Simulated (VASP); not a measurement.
# Si2Se (P-6m2) in VASP: notebook, part 2 of 2

VASP 6.6.1. The steps go on from the part before.

**4. Relaxation of cell and atoms, PBE**

The input, INCAR:

```
ALGO = Normal ; EDIFF = 1E-6
EDIFFG = -0.04 ; ENCUT = 600
GGA = PE ; IBRION = 2
ISIF = 3 ; ISMEAR = 0
LASPH = True ; LCHARG = False
LREAL = False ; LWAVE = False
NELM = 100 ; NSW = 90
PREC = Accurate ; SIGMA = 0.1
```

The input, KPOINTS:

```
k-points
0
Gamma
  6 6 4
```

The input, POSCAR:

```
Si2Se
1.0
    3.1442893100      0.0000000000      0.0000000000
   -1.5721446600      2.7230344200      0.0000000000
    0.0000000000      0.0000000000      4.9566023500
Si Se
2 1
Direct
    0.6666666700      0.3333333300      0.7249647000
    0.6666666700      0.3333333300      0.2750353000
    0.0000000000      0.0000000000      0.0000000000
```

Run with:

```bash
$ cat potpaw_PBE.64/Si/POTCAR potpaw_PBE.64/Se/POTCAR > POTCAR
$ mpirun -np 1 vasp_std > vasp.out
```

Wall time 2 min (1 thread of Intel Xeon 8259CL, shared host); peak memory 0.18 GiB.

The run converged. Its results:

| Property | Result |
| --- | --- |
| Free energy | -12.5891 eV |
| Relaxed volume | 19.76 Å³/atom |
| Relaxed cell | a = 3.387 Å, b = 3.387 Å, c = 5.967 Å, α = 90.00°, β = 90.00°, γ = 120.00° |
| Space group after relaxing (to 0.1 Å) | P-6m2 (No. 187) |
| Energy gained by relaxing | 1061.4 meV/atom |
| Ionic steps | 10 |
| Pressure after relaxing | 0.0 GPa |
| Largest force after relaxing | 0.034 eV/Å |
| Band gap on the k mesh | zero (bands 7 and 8 overlap by 4.09 eV) |

Forces on the atoms (eV/Å):
```
Si   0.000  0.000 -0.034
Si   0.000  0.000  0.034
Se   0.000  0.000  0.000
```

Stress tensor (GPa, compression positive):
```
-0.09  0.00  0.00
 0.00 -0.09  0.00
 0.00  0.00  0.07
```

The path:
```csv
step,energy change (eV),largest force (eV/Å),pressure (GPa),volume (Å³)
1,0.0000,4.7482,53.78,42.44
2,-2.1656,1.7785,-8.86,78.44
3,-3.1168,0.9626,-0.40,61.08
4,-3.1199,0.9030,0.14,60.62
5,-3.1209,0.8483,0.63,60.22
6,-3.1703,0.1103,-1.88,61.10
7,-3.1764,0.0635,-1.42,60.87
8,-3.1832,0.0877,-0.19,59.58
9,-3.1833,0.1032,-0.07,59.45
10,-3.1842,0.0339,-0.03,59.27
```

Final structure:
```yaml
crystal:
  lattice:
    - [3.38663, 0.00000, 0.00000]
    - [-1.69331, 2.93291, 0.00000]
    - [0.00000, 0.00000, 5.96674]
  atoms:
    - { symbol: Si, position: [0.66667, 0.33333, 0.69964] }
    - { symbol: Si, position: [0.66667, 0.33333, 0.30036] }
    - { symbol: Se, position: [0.00000, 0.00000, 0.00000] }
```

Levels at points of the mesh, in eV from the Fermi level:
```csv
k point,band 3,band 4,band 5,band 6,band 7,band 8,band 9,band 10,band 11
"(0.00, 0.00, 0.00)",-9.15,-1.20,-1.20,0.37,1.01,3.13,3.13,4.40,4.67
"(0.50, 0.00, 0.00)",-6.23,-5.83,-4.33,-3.03,-2.95,1.53,2.57,2.72,3.04
"(0.00, 0.00, 0.50)",-4.95,-4.79,-1.14,-1.14,2.95,2.95,3.04,4.44,4.44
"(0.50, 0.00, 0.50)",-8.23,-5.86,-2.92,-1.76,-1.45,0.63,0.64,0.92,2.96
```

Caveat: the k points lie up to 0.36 Å⁻¹ apart in the final cell, too coarse for converged energies and pressures of a metal; the volume moved by over 15 % at a fixed basis, so the end points are rough.

**5. Single point, PBE**

This run uses another cell than the first one, of 19.63 Å³/atom.

The input, INCAR:

```
PREC = Accurate ; ENCUT = 520
EDIFF = 1E-6 ; ISMEAR = 0
SIGMA = 0.1 ; LREAL = False
LASPH = True ; NELM = 100
ALGO = Normal ; ISIF = 2
LWAVE = False ; LCHARG = False
GGA = PE ; NBANDS = 14
```

The input, KPOINTS:

```
Automatic mesh
0
Gamma
  18 18 8
```

The input, POSCAR:

```
Si2Se
1.0
    3.3502595672      0.0000000000      0.0000000000
   -1.6751297836      2.9014098944      0.0000000000
    0.0000000000      0.0000000000      6.0578141844
Si Se
2 1
Direct
    0.6666666667      0.3333333333      0.7008792475
    0.6666666667      0.3333333333      0.2991207525
    0.0000000000      0.0000000000      0.0000000000
```

Run with:

```bash
$ cat potpaw_PBE.64/Si/POTCAR potpaw_PBE.64/Se/POTCAR > POTCAR
$ mpirun -np 1 vasp_std > vasp.out
```

It took 2.8 min on 1 thread of Intel Xeon 8259CL, shared host; peak memory 0.29 GiB.

It converged, with:

| Item | Value |
| --- | --- |
| Free energy | -12.5877 eV |
| Pressure | 0.0 GPa |
| Largest force | 0.004 eV/Å |
| Band gap on the k mesh | zero (bands 7 and 8 overlap by 4.82 eV) |

Forces on the atoms (eV/Å):
```
Si   0.000  0.000 -0.004
Si   0.000  0.000  0.004
Se   0.000  0.000  0.000
```

Levels at points of the mesh, in eV from the Fermi level:
```csv
k point,band 5,band 6,band 7,band 8,band 9,band 10
"(0.00, 0.00, 0.00)",-0.89,0.45,0.74,3.45,3.45,4.59
"(0.50, 0.00, 0.00)",-4.34,-2.93,-2.79,1.70,2.68,2.93
"(0.00, 0.00, 0.50)",-0.84,-0.84,3.28,3.28,3.31,4.67
"(0.50, 0.00, 0.50)",-2.69,-1.73,-1.52,0.43,0.66,1.15
```

**6. Relaxation of cell and atoms, PBE**

This run uses another cell than the first one, of 19.72 Å³/atom.

The input, INCAR:

```
SYSTEM = Si2Se
PREC     = Accurate       ! precision mode
ENCUT    = 600            ! plane-wave cutoff, eV
EDIFF    = 1E-6           ! SCF threshold, eV
ISMEAR   = 0              ! smearing method
SIGMA    = 0.1            ! smearing width, eV
LREAL    = .False.        ! projectors in reciprocal space
LASPH    = .True.         ! aspherical terms in the spheres
NELM     = 100            ! most SCF steps
ALGO     = Normal         ! electronic algorithm
ISIF     = 3              ! what is computed and relaxed
LWAVE    = .False.        ! write WAVECAR
LCHARG   = .False.        ! write CHGCAR
GGA      = PE             ! functional
IBRION   = 2              ! ionic algorithm
NSW      = 100            ! ionic steps
EDIFFG   = -0.01          ! ionic threshold
```

The input, KPOINTS:

```
Automatic mesh
0
Gamma
  18 18 8
  0 0 0
```

The input, POSCAR:

```
Si2Se
1.0
    3.3829427988      0.0000000000      0.0000000000
   -1.6914713994      2.9297144033      0.0000000000
    0.0000000000      0.0000000000      5.9684799394
Si Se
2 1
Direct
    0.6666666667      0.3333333333      0.6993527047
    0.6666666667      0.3333333333      0.3006472953
    0.0000000000      0.0000000000      0.0000000000
```

Potentials or basis: VASP PAW PBE potentials, release 64 (Si, Se).

Run with:

```bash
$ cat potpaw_PBE.64/Si/POTCAR potpaw_PBE.64/Se/POTCAR > POTCAR
$ mpirun -np 1 vasp_std > vasp.out
```

OUTCAR:

```text
SYSTEM = Si2Se
   PREC = Accurate
   ENCUT = 600
   EDIFF = 1E-6
   ISMEAR = 0
   LREAL = .False.
   LASPH = .True.
   NELM = 100
   ISIF = 3
   GGA = PE
   IBRION = 2
   NSW = 100
   EDIFFG = -0.01

 ion  position               nearest neighbor table
   1  0.667  0.333  0.699-   2 2.38   3 2.65   3 2.65   3 2.65
   2  0.667  0.333  0.301-   1 2.38   3 2.65   3 2.65   3 2.65
   3  0.000  0.000  0.000-   1 2.65   2 2.65   1 2.65   2 2.65   1 2.65   2 2.65

  LATTYP: Found a hexagonal cell.
 ALAT       =     3.3829427988
 C/A-ratio  =     1.7642863904

  Lattice vectors:

 A1 = (   3.3829427988,   0.0000000000,   0.0000000000)
 A2 = (  -1.6914713994,   2.9297144033,   0.0000000000)
 A3 = (   0.0000000000,   0.0000000000,   5.9684799394)

Analysis of symmetry for initial positions (statically):
=====================================================================
 Subroutine PRICEL returns:
 Original cell was already a primitive cell.

 Routine SETGRP: Setting up the symmetry group for a
 hexagonal supercell.

 Subroutine GETGRP returns: Found 12 space group operations
 (whereof 12 operations were pure point group operations)
 out of a pool of 24 trial point group operations.

The static configuration has the point symmetry D_3h.

Analysis of symmetry for dynamics (positions and initial velocities):
=====================================================================
 Subroutine PRICEL returns:
 Original cell was already a primitive cell.

 Routine SETGRP: Setting up the symmetry group for a
 hexagonal supercell.

 Subroutine GETGRP returns: Found 12 space group operations
 (whereof 12 operations were pure point group operations)
 out of a pool of 24 trial point group operations.

The dynamic configuration has the point symmetry D_3h.

 Subroutine INISYM returns: Found 12 space group operations
 (whereof 12 operations are pure point group operations),
 and found     1 'primitive' translations

----------------------------------------------------------------------------------------

                                     Primitive cell

  volume of cell :      59.1539

  direct lattice vectors                    reciprocal lattice vectors
     3.382942799  0.000000000  0.000000000     0.295600623  0.170665099  0.000000000
    -1.691471399  2.929714403  0.000000000     0.000000000  0.341330199  0.000000000
     0.000000000  0.000000000  5.968479939     0.000000000  0.000000000  0.167546848

  length of vectors
     3.382942799  3.382942799  5.968479939     0.341330199  0.341330199  0.167546848

  position of ions in fractional coordinates (direct lattice)
     0.666666667  0.333333333  0.699352705
     0.666666667  0.333333333  0.300647295
     0.000000000  0.000000000  0.000000000

  ion indices of the primitive-cell ions
   primitive index   ion index
                 1           1
                 2           2
                 3           3

----------------------------------------------------------------------------------------

 KPOINTS: Automatic mesh

Automatic generation of k-mesh.
 Grid dimensions read from file:
 generate k-points for:   18   18    8

 Generating k-lattice:

  Cartesian coordinates                     Fractional coordinates (reciprocal lattice)
     0.016422257  0.009481394  0.000000000     0.055555556 -0.000000000  0.000000000
     0.000000000  0.018962789  0.000000000     0.000000000  0.055555556  0.000000000
[... 55 lines left out ...]
   LASPH  =      T    aspherical Exc in radial PAW
   ENCUT  =  600.0 eV  44.10 Ry    6.64 a.u.   6.76  6.76 11.92*2*pi/ulx,y,z
   NELM   =    100;   NELMIN=  2; NELMDL= -5     # of ELM steps
   EDIFF  = 0.1E-05   stopping-criterion for ELM
   LREAL  =      F    real-space projection
   EDIFFG = -.1E-01   stopping-criterion for IOM
   NSW    =    100    number of steps for IOM
   IBRION =      2    ionic relax: 0-MD 1-quasi-New 2-CG
   NFREE  =      1    steps in history (QN), initial steepest desc. (CG)
   ISIF   =      3    stress and relaxation
   ISYM   =      2    0-nonsym 1-usesym 2-fastsym
   POTIM  = 0.5000    time-step for ionic-motion
   TEBEG  =    0.0;   TEEND  =   0.0 temperature during run
   PSTRESS=    0.0 pullay stress
   NELECT =      14.0000    total number of electrons
   NUPDOWN=      -1.0000    fix difference up-down
   EMIN   =  10.00;   EMAX   =-10.00  energy-range for DOS
   EFERMI =   0.00;   METHOD = LEGACY
   ISMEAR =     0;   SIGMA  =   0.10  broadening in eV -4-tet -1-fermi 0-gaus
   EFERMI_NEDOS =   21; number of points for ismear=-14 and -15
   IALGO  =     38    algorithm
   IMIX   =      4    mixing-type and parameters
     AMIX     =   0.40;   BMIX     =  1.00
     AMIX_MAG =   1.60;   BMIX_MAG =  1.00
  volume/ion in A,a.u.               =      19.72       133.06
  Fermi-wavevector in a.u.,A,eV,Ry     =   1.012643  1.913617 13.952032  1.025445
  Thomas-Fermi vector in A             =   2.145764
   LORBIT       =      0    0 simple, 1 ext, 2 COOP (PROOUT), +10 PAW based schemes
   GGA     = PE    functional components
   LHFCALC =     F    Hartree Fock is set to
   AEXX    =    0.0000 exact exchange contribution
   IVDW    =     0    specifies the selected vdW correction
   LEPSILON=     F    determine dielectric tensor
   LRPA    =     F    only Hartree local field effects (RPA)
 conjugate gradient relaxation of ions
 non-spin polarized calculation
 Gauss-broadening in eV      SIGMA  =   0.10
  energy-cutoff  :      600.00
  volume of cell :       59.15
 maximum number of plane-waves:      1998
 NGX is ok and might be reduce to    28
   NGX = 13   NGY = 13   NGZ = 23

--------------------------------------- Ionic step        1  -------------------------------------------

 number of electron      14.0000000 magnetization

 Free energy of the ion-electron system (eV)
  ---------------------------------------------------
  ext. energy  EPLUGINS =         0.00000000
  ---------------------------------------------------
  free energy    TOTEN  =       -12.57789507 eV

  energy without entropy =      -12.57228369  energy(sigma->0) =      -12.57508938

------------------------ aborting loop because EDIFF is reached ----------------------------------------

  FORCE on cell =-STRESS in cart. coord.  units (eV):
  Direction    XX          YY          ZZ          XY          YZ          ZX
  --------------------------------------------------------------------------------------
  -------------------------------------------------------------------------------------
  Total       -0.2213142     -0.2213142      0.8930927      0.0000000      0.0000000      0.0000000
  in kB       -5.9942688     -5.9942688     24.1893076      0.0000000      0.0000000      0.0000000
  external PRESSURE =       4.0669233 kB  Pullay stress =       0.0000000 kB
[... 209 lines left out ...]
--------------------------------------- Ionic step        7  -------------------------------------------

 number of electron      14.0000000 magnetization

 Free energy of the ion-electron system (eV)
  ---------------------------------------------------
  ext. energy  EPLUGINS =         0.00000000
  ---------------------------------------------------
  free energy    TOTEN  =       -12.58788118 eV

  energy without entropy =      -12.58213665  energy(sigma->0) =      -12.58500891

 E-fermi :   6.5084     XC(G=0): -10.0922

 val. band max:        6.4838584919   @ k =   0.2222   0.2222   0.1250
 cond. band min:       6.5092057292   @ k =   0.3333   0.3333   0.3750
 fundamental gap:      0.0253472373
 Fermi energy:         6.5083725399

 k-point     1 :       0.0000    0.0000    0.0000
  band No.  band energies     occupation
      1      -9.3155      2.00000
      2      -2.9119      2.00000
      3      -2.5984      2.00000
      4       5.6217      2.00000
      5       5.6217      2.00000
      6       6.9593      0.00000
      7       7.2480      0.00000
      8       9.9635      0.00000
      9       9.9635      0.00000
     10      11.0977      0.00000
     11      11.3695      0.00000
[... 309 lines left out ...]
 k-point    24 :       0.3889    0.1111    0.0000
  band No.  band energies     occupation
      1      -7.3211      2.00000
      2      -2.3430      2.00000
      3       0.1315      2.00000
      4       0.8075      2.00000
      5       2.5957      2.00000
      6       2.6809      2.00000
      7       4.2085      2.00000
      8       7.5463      0.00000
      9       8.2403      0.00000
     10       9.2876      0.00000
     11      10.5888      0.00000

 [... further k-points ...]

------------------------ aborting loop because EDIFF is reached ----------------------------------------

  FORCE on cell =-STRESS in cart. coord.  units (eV):
  Direction    XX          YY          ZZ          XY          YZ          ZX
  --------------------------------------------------------------------------------------
  -------------------------------------------------------------------------------------
  Total       -0.0016379     -0.0016379     -0.0139618      0.0000000     -0.0000000      0.0000000
  in kB       -0.0445520     -0.0445520     -0.3797796      0.0000000     -0.0000000      0.0000000
  external PRESSURE =      -0.1562945 kB  Pullay stress =       0.0000000 kB
[... 18 lines left out ...]
  FREE ENERGIE OF THE ION-ELECTRON SYSTEM (eV)
  ---------------------------------------------------
  free  energy   TOTEN  =       -12.5878811826 eV

  energy  without entropy=      -12.5821366466  energy(sigma->0) =      -12.58500891

 reached required accuracy - stopping structural energy minimisation
```

Wall time 7.6 min (1 thread of Intel Xeon 8259CL, shared host); peak memory 0.32 GiB.

What came out:

- Free energy: -12.5879 eV
- Relaxed volume: 19.63 Å³/atom
- Relaxed cell: a = 3.350 Å, b = 3.350 Å, c = 6.059 Å, α = 90.00°, β = 90.00°, γ = 120.00°
- Space group after relaxing (to 0.1 Å): P-6m2 (No. 187)
- Energy gained by relaxing: 3.3 meV/atom
- Ionic steps: 7
- Pressure after relaxing: 0.0 GPa
- Band gap on the k mesh: zero (bands 7 and 8 overlap by 4.82 eV)

The path:
```tsv
step	energy change (eV)	largest force (eV/Å)	pressure (GPa)	volume (Å³)
1	0.0000	0.1567	0.41	59.15
2	-0.0085	0.0467	-0.52	59.58
3	-0.0086	0.0428	-0.56	59.60
4	-0.0098	0.0301	-0.07	59.06
5	-0.0099	0.0366	-0.03	59.01
6	-0.0100	0.0126	-0.02	58.93
7	-0.0100	0.0012	-0.02	58.90
```

Final structure:
```cif
data_structure
_symmetry_space_group_name_H-M 'P 1'
_symmetry_Int_Tables_number 1
_cell_length_a 3.3504
_cell_length_b 3.3504
_cell_length_c 6.0589
_cell_angle_alpha 90.000
_cell_angle_beta 90.000
_cell_angle_gamma 120.000
_cell_volume 58.90
loop_
_atom_site_label
_atom_site_type_symbol
_atom_site_fract_x
_atom_site_fract_y
_atom_site_fract_z
_atom_site_occupancy
Si1 Si 0.66667 0.33333 0.70086 1
Si2 Si 0.66667 0.33333 0.29914 1
Se1 Se 0.00000 0.00000 0.00000 1
```

**7. Overview**

```tsv
task	cell	k mesh	cutoff (eV)	gap on the mesh (eV)	pressure (GPa)	relaxed volume (Å³/atom)	largest force (eV/Å)
single point	a = 3.144, b = 3.144, c = 4.957 Å, angles 90.0, 90.0, 120.0°, 3 atoms, atomic positions A	6 × 6 × 4	520	none	53.8	-	4.75
single point	a = 3.383, b = 3.383, c = 5.968 Å, angles 90.0, 90.0, 120.0°, 3 atoms, atomic positions B	6 × 6 × 4	520	none	0.0	-	-
relaxation of cell and atoms	relaxed from a = 3.144, b = 3.144, c = 4.957 Å, angles 90.0, 90.0, 120.0°, 3 atoms, atomic positions A	6 × 6 × 4	600	none	0.0	19.76	0.03
single point	a = 3.350, b = 3.350, c = 6.058 Å, angles 90.0, 90.0, 120.0°, 3 atoms, atomic positions B	18 × 18 × 8	520	none	0.0	-	-
relaxation of cell and atoms	relaxed from a = 3.383, b = 3.383, c = 5.968 Å, angles 90.0, 90.0, 120.0°, 3 atoms, atomic positions B	18 × 18 × 8	600	none	0.0	19.63	-
```

Alike in all rows: level PBE; potentials or basis VASP PAW PBE potentials, release 64 (Si, Se); no spin polarisation; smearing gaussian 0.1 eV.

Caveats: some runs use coarse meshes; forces of over 1 eV/Å act on the atoms, so gaps and moduli don't describe the material at rest (at least some runs); the volume moved by over 15 % at a fixed basis, so the end points are rough (at least some runs).

Absolute energies hang on the potentials; compare differences alone.
